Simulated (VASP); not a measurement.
Set up this calculation in VASP 6.6.1, as the native input.

| Quantity | Value |
| --- | --- |
| Task | single point |
| Functional | PBE |
| Potentials or basis | VASP PAW PBE potentials, release 64 (Ir) |
| Cutoff | 500 eV |
| k mesh | 13 × 13 × 13 |
| Occupations | methfessel-paxton, width 0.15 eV |
| Spin | no spin polarisation |
| Dipole correction | no |
| Further INCAR settings | ALGO = Normal; EDIFF = 1e-06; NBANDS = 10 |

The structure of Ir lies in POSCAR:

```
Ir
1.0
    0.0000000000      1.9345675702      1.9345675702
    1.9345675702      0.0000000000      1.9345675702
    1.9345675702      1.9345675702      0.0000000000
Ir
1
Direct
    0.0000000000      0.0000000000      0.0000000000
```

The input as run:

INCAR

```
SYSTEM = Ir
PREC = Accurate ; ENCUT = 500
EDIFF = 1E-6 ; ISMEAR = 1
SIGMA = 0.15 ; LREAL = .FALSE.
LASPH = .TRUE. ; NELM = 120
ALGO = Normal ; ISIF = 2
LWAVE = .FALSE. ; LCHARG = .FALSE.
GGA = PE ; NBANDS = 10
GGA_COMPAT = .FALSE.
```

KPOINTS

```
regular mesh
0
G
  13 13 13
  0 0 0
```

Potentials or basis: VASP PAW PBE potentials, release 64 (Ir).

Command:

```sh
$ cat potpaw_PBE.64/Ir/POTCAR > POTCAR
$ mpirun -np 1 vasp_std > vasp.out
```

Results of the run:

| Quantity | Value |
| --- | --- |
| Pressure | 1.1 GPa |

Run time: 6.6 s on 1 thread of AMD EPYC 9R45 96-Core Processor (Zen 5), on a shared host, peak memory 0.1 GiB.
